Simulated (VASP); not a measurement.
# Fe (P6_3/mmc) in VASP: notebook, part 2 of 3

VASP 6.6.1.

**3. Single point, PBEsol**

Contents of INCAR:

```
PREC = Accurate
ENCUT = 520
EDIFF = 1E-7
ISMEAR = -1
SIGMA = 0.05
LREAL = F
LASPH = T
NELM = 80
ALGO = Normal
ISIF = 2
LWAVE = F
LCHARG = F
GGA = PS
NBANDS = 15
```

Contents of KPOINTS:

```
regular mesh
0
Gamma
  12 12 7
```

Contents of POSCAR:

```
Fe
1.0
    2.4341575853      0.0000000000      0.0000000000
   -1.2170787927      2.1080423057      0.0000000000
    0.0000000000      0.0000000000      3.8419344700
Fe
2
Direct
    0.6666666667      0.3333333333      0.7500000000
    0.3333333333      0.6666666667      0.2500000000
```

Potentials or basis: VASP PAW PBE potentials, release 64 (Fe).

Launch:

```bash
$ cat potpaw_PBE.64/Fe/POTCAR > POTCAR
$ mpirun -np 1 vasp_std > vasp.out
```

OUTCAR:

```text
PREC = Accurate
   ENCUT = 520
   EDIFF = 1E-7
   ISMEAR = -1
   LREAL = F
   LASPH = T
   NELM = 80
   ISIF = 2
   GGA = PS

 ion  position               nearest neighbor table
   1  0.667  0.333  0.750-   2 2.38   2 2.38   2 2.38   2 2.38   2 2.38   2 2.38
   2  0.333  0.667  0.250-   1 2.38   1 2.38   1 2.38   1 2.38   1 2.38   1 2.38

  LATTYP: Found a hexagonal cell.
 ALAT       =     2.4341575853
 C/A-ratio  =     1.5783425417

  Lattice vectors:

 A1 = (   2.4341575853,   0.0000000000,   0.0000000000)
 A2 = (  -1.2170787927,   2.1080423057,   0.0000000000)
 A3 = (   0.0000000000,   0.0000000000,   3.8419344700)

Analysis of symmetry for initial positions (statically):
=====================================================================
 Subroutine PRICEL returns:
 Original cell was already a primitive cell.

 Routine SETGRP: Setting up the symmetry group for a
 hexagonal supercell.

 Subroutine GETGRP returns: Found 24 space group operations
 (whereof 12 operations were pure point group operations)
 out of a pool of 24 trial point group operations.

The static configuration has the point symmetry D_3d.
 The point group associated with its full space group is D_6h.

Analysis of symmetry for dynamics (positions and initial velocities):
=====================================================================
 Subroutine PRICEL returns:
 Original cell was already a primitive cell.

 Routine SETGRP: Setting up the symmetry group for a
 hexagonal supercell.

 Subroutine GETGRP returns: Found 24 space group operations
 (whereof 12 operations were pure point group operations)
 out of a pool of 24 trial point group operations.

The dynamic configuration has the point symmetry D_3d.
 The point group associated with its full space group is D_6h.

 Subroutine INISYM returns: Found 24 space group operations
 (whereof 12 operations are pure point group operations),
 and found     1 'primitive' translations

----------------------------------------------------------------------------------------

                                     Primitive cell

  volume of cell :      19.7141

  direct lattice vectors                    reciprocal lattice vectors
     2.434157585  0.000000000  0.000000000     0.410819746  0.237186891  0.000000000
    -1.217078793  2.108042306  0.000000000     0.000000000  0.474373781  0.000000000
     0.000000000  0.000000000  3.841934470     0.000000000  0.000000000  0.260285543

  length of vectors
     2.434157585  2.434157585  3.841934470     0.474373781  0.474373781  0.260285543

  position of ions in fractional coordinates (direct lattice)
     0.666666667  0.333333333  0.750000000
     0.333333333  0.666666667  0.250000000

  ion indices of the primitive-cell ions
   primitive index   ion index
                 1           1
                 2           2

----------------------------------------------------------------------------------------

 KPOINTS: regular mesh

Automatic generation of k-mesh.
 Grid dimensions read from file:
 generate k-points for:   12   12    7

 Generating k-lattice:

  Cartesian coordinates                     Fractional coordinates (reciprocal lattice)
     0.034234979  0.019765574  0.000000000     0.083333333 -0.000000000  0.000000000
     0.000000000  0.039531148  0.000000000     0.000000000  0.083333333  0.000000000
     0.000000000  0.000000000  0.037183649     0.000000000  0.000000000  0.142857143

  Length of vectors
     0.039531148  0.039531148  0.037183649

  Shift w.r.t. Gamma in fractional coordinates (k-lattice)
     0.000000000  0.000000000  0.000000000

 Subroutine IBZKPT returns following result:
 ===========================================

 Found     76 irreducible k-points:

 Following reciprocal coordinates:
            Coordinates               Weight
  0.000000  0.000000  0.000000      1.000000
  0.083333  0.000000  0.000000      6.000000
  0.166667  0.000000  0.000000      6.000000
  0.250000  0.000000  0.000000      6.000000
  0.333333  0.000000  0.000000      6.000000
  0.416667  0.000000  0.000000      6.000000
[... 16 lines left out ...]
  0.250000  0.000000  0.142857     12.000000
  0.333333  0.000000  0.142857     12.000000
 [... further k-points ...]
   k-points           NKPTS =     76   k-points in BZ     NKDIM =     76   number of bands    NBANDS=     15
   number of dos      NEDOS =    301   number of ions     NIONS =      2
   total plane-waves  NPLWV =   9720
   dimension x,y,z NGX =    18 NGY =   18 NGZ =   30
   dimension x,y,z NGXF=    36 NGYF=   36 NGZF=   60
   ions per type =               2
   NGX,Y,Z   is equivalent  to a cutoff of  12.29, 12.29, 12.98 a.u.
   NGXF,Y,Z  is equivalent  to a cutoff of  24.59, 24.59, 25.96 a.u.
 SYSTEM =  unknown system
   PREC   = accura    normal or accurate (medium, high low for compatibility)
   ISTART =      0    job   : 0-new  1-cont  2-samecut
   ICHARG =      2    charge: 1-file 2-atom 10-const
   ISPIN  =      1    spin polarized calculation?
   LNONCOLLINEAR =      F non collinear calculations
   LSORBIT =      F    spin-orbit coupling
   LASPH  =      T    aspherical Exc in radial PAW
   ENCUT  =  520.0 eV  38.22 Ry    6.18 a.u.   4.53  4.53  7.14*2*pi/ulx,y,z
   NELM   =     80;   NELMIN=  2; NELMDL= -5     # of ELM steps
   EDIFF  = 0.1E-06   stopping-criterion for ELM
   LREAL  =      F    real-space projection
   EDIFFG = 0.1E-05   stopping-criterion for IOM
   NSW    =      0    number of steps for IOM
   IBRION =     -1    ionic relax: 0-MD 1-quasi-New 2-CG
   NFREE  =      0    steps in history (QN), initial steepest desc. (CG)
   ISIF   =      2    stress and relaxation
   ISYM   =      2    0-nonsym 1-usesym 2-fastsym
   POTIM  = 0.5000    time-step for ionic-motion
   TEBEG  =    0.0;   TEEND  =   0.0 temperature during run
   PSTRESS=    0.0 pullay stress
   NELECT =      16.0000    total number of electrons
   NUPDOWN=      -1.0000    fix difference up-down
   EMIN   =  10.00;   EMAX   =-10.00  energy-range for DOS
   EFERMI =   0.00;   METHOD = LEGACY
   ISMEAR =    -1;   SIGMA  =   0.05  broadening in eV -4-tet -1-fermi 0-gaus
   EFERMI_NEDOS =   21; number of points for ismear=-14 and -15
   IALGO  =     38    algorithm
   IMIX   =      4    mixing-type and parameters
     AMIX     =   0.40;   BMIX     =  1.00
     AMIX_MAG =   1.60;   BMIX_MAG =  1.00
  volume/ion in A,a.u.               =       9.86        66.52
  Fermi-wavevector in a.u.,A,eV,Ry     =   1.527058  2.885721 31.727505  2.331906
  Thomas-Fermi vector in A             =   2.635006
   LORBIT       =      0    0 simple, 1 ext, 2 COOP (PROOUT), +10 PAW based schemes
   GGA     = PS    functional components
   LHFCALC =     F    Hartree Fock is set to
   AEXX    =    0.0000 exact exchange contribution
   IVDW    =     0    specifies the selected vdW correction
   LEPSILON=     F    determine dielectric tensor
   LRPA    =     F    only Hartree local field effects (RPA)
 non-spin polarized calculation
  energy-cutoff  :      520.00
  volume of cell :       19.71
 maximum number of plane-waves:       549
   NGX =  9   NGY =  9   NGZ = 15

 number of electron      16.0000009 magnetization

 Free energy of the ion-electron system (eV)
  ---------------------------------------------------
  ext. energy  EPLUGINS =         0.00000000
  ---------------------------------------------------
  free energy    TOTEN  =       -17.88296577 eV

  energy without entropy =      -17.86352406  energy(sigma->0) =      -17.87324492

 E-fermi :   7.1517     XC(G=0): -14.1473

 val. band max:        7.1326560589   @ k =   0.3333   0.3333   0.2857
 cond. band min:       7.1555551922   @ k =   0.3333   0.2500   0.2857
 fundamental gap:      0.0228991333
 Fermi energy:         7.1517434870

 k-point     1 :       0.0000    0.0000    0.0000
  band No.  band energies     occupation
      1      -2.0272      2.00000
      2       1.9662      2.00000
      3       5.3864      2.00000
      4       5.3864      2.00000
      5       5.5348      2.00000
      6       5.8823      2.00000
      7       5.8823      2.00000
      8       6.2353      2.00000
      9       6.2353      2.00000
     10       7.6673      0.00007
     11       7.8830      0.00000
     12       7.8830      0.00000
     13      16.2451      0.00000
     14      29.2619      0.00000
[... 401 lines left out ...]
      2       2.8822      2.00000
      3       3.3679      2.00000
      4       4.3098      2.00000
      5       5.4048      2.00000
      6       5.4651      2.00000
      7       6.0386      2.00000
      8       7.3166      0.07128
      9       7.4116      0.01101
     10       7.5184      0.00131
     11       8.1531      0.00000
     12      13.2216      0.00000
     13      17.8041      0.00000
     14      19.6031      0.00000
     15      24.5176      0.00000

 [... further k-points ...]
[... 5 lines left out ...]
  --------------------------------------------------------------------------------------
  -------------------------------------------------------------------------------------
  Total       -0.2983558     -0.2983558     -0.1028499      0.0000000      0.0000000      0.0000000
  in kB      -24.2475052    -24.2475052     -8.3586593      0.0000000      0.0000000      0.0000000
  external PRESSURE =     -18.9512232 kB  Pullay stress =       0.0000000 kB

 VOLUME and BASIS-vectors are now :
 -----------------------------------------------------------------------------
  energy-cutoff  :      520.00
  volume of cell :       19.71
      direct lattice vectors                 reciprocal lattice vectors
     2.434157585  0.000000000  0.000000000     0.410819746  0.237186891  0.000000000
    -1.217078793  2.108042306  0.000000000     0.000000000  0.474373781  0.000000000
     0.000000000  0.000000000  3.841934470     0.000000000  0.000000000  0.260285543

 POSITION                                       TOTAL-FORCE (eV/Angst)
 -----------------------------------------------------------------------------------
      1.21708      0.70268      2.88145        -0.000000      0.000000      0.000000
     -0.00000      1.40536      0.96048         0.000000     -0.000000      0.000000
 -----------------------------------------------------------------------------------
    total drift:                                0.000000     -0.000000     -0.000000

  FREE ENERGIE OF THE ION-ELECTRON SYSTEM (eV)
  ---------------------------------------------------
  free  energy   TOTEN  =       -17.8829657706 eV

  energy  without entropy=      -17.8635240641  energy(sigma->0) =      -17.87324492
```

stdout:

```text
POSCAR found type information on POSCAR Fe
 POSCAR found :  1 types and       2 ions
 scaLAPACK will be used
 -----------------------------------------------------------------------------
|                                                                             |
|                                                                             |
|     You enforced a specific xc type in the INCAR file but a different       |
|     I HOPE YOU KNOW WHAT YOU ARE DOING!                                     |
|                                                                             |
 -----------------------------------------------------------------------------

 LDA part: xc-table for (Slater+PW92), standard interpolation
 POSCAR, INCAR and KPOINTS ok, starting setup
 FFT: planning ... GRIDC
 FFT: planning ... GRID_SOFT
 FFT: planning ... GRID
 WAVECAR not read
 entering main loop
```

It took 17 s on 1 thread of Intel Xeon Platinum 8488C (Sapphire Rapids), shared host; peak memory 0.13 GiB.

What came out:

```yaml
Free_energy: -17.8830 eV
Pressure: -1.9 GPa
Band_gap_on_the_k_mesh: zero (band 8 reaches 7.99 eV, above the bottom of band 9 at 6.13 eV)
```

Caveat: the PAW data sets were made with another functional, which shifts forces and pressure a little; the run has no spin polarisation, though such a crystal can be magnetic. Spin polarisation is off, so any magnetic state and its effect on volume and gap are missing.

**4. Single point, PBEsol, collinear spin, antiferromagnetic start**

Contents of INCAR:

```
PREC = Accurate
ENCUT = 520
EDIFF = 1E-6
ISMEAR = -1
SIGMA = 0.05
LREAL = F
LASPH = T
NELM = 150
ALGO = Fast
ISIF = 2
LWAVE = F
LCHARG = F
ISPIN = 2
MAGMOM = 3 -3
LORBIT = 11
LMAXMIX = 4
GGA = PS
NBANDS = 19
```

KPOINTS is that of step 3.

POSCAR is that of step 3.

Launch:

```bash
$ cat potpaw_PBE.64/Fe/POTCAR > POTCAR
$ mpirun -np 1 vasp_std > vasp.out
```

Wall time 53 s (1 thread of Intel Xeon Platinum 8488C (Sapphire Rapids), shared host); peak memory 0.16 GiB.

Results (log left out):

* Free energy: -17.8830 eV
* Pressure: -1.9 GPa
* Band gap on the k mesh: zero (filled and empty bands overlap)
* Net moment: 0.00 μB per cell
* Valence electrons inside the program's atomic spheres: Fe 7.61

Stress tensor (GPa, compression positive):
```
-2.46  0.00  0.00
 0.00 -2.46  0.00
 0.00  0.00 -0.87
```

Levels at points of the mesh, in eV from the Fermi level:
Spin up:
```csv
k point,band 6,band 7,band 8,band 9,band 10,band 11
"(0.00, 0.00, 0.00)",-1.27,-1.27,-0.92,-0.92,0.52,0.73
"(0.50, 0.00, 0.00)",-1.61,-1.14,0.83,1.08,1.12,2.76
```
Spin down:
```csv
k point,band 6,band 7,band 8,band 9,band 10,band 11
"(0.00, 0.00, 0.00)",-1.27,-1.27,-0.92,-0.92,0.52,0.73
"(0.50, 0.00, 0.00)",-1.61,-1.14,0.83,1.08,1.12,2.76
```

Caveat: the starting moments collapsed, and a magnetic state may lie lower; the PAW data sets were made with another functional, which shifts forces and pressure a little.

(Continued in part 3 of 3.)
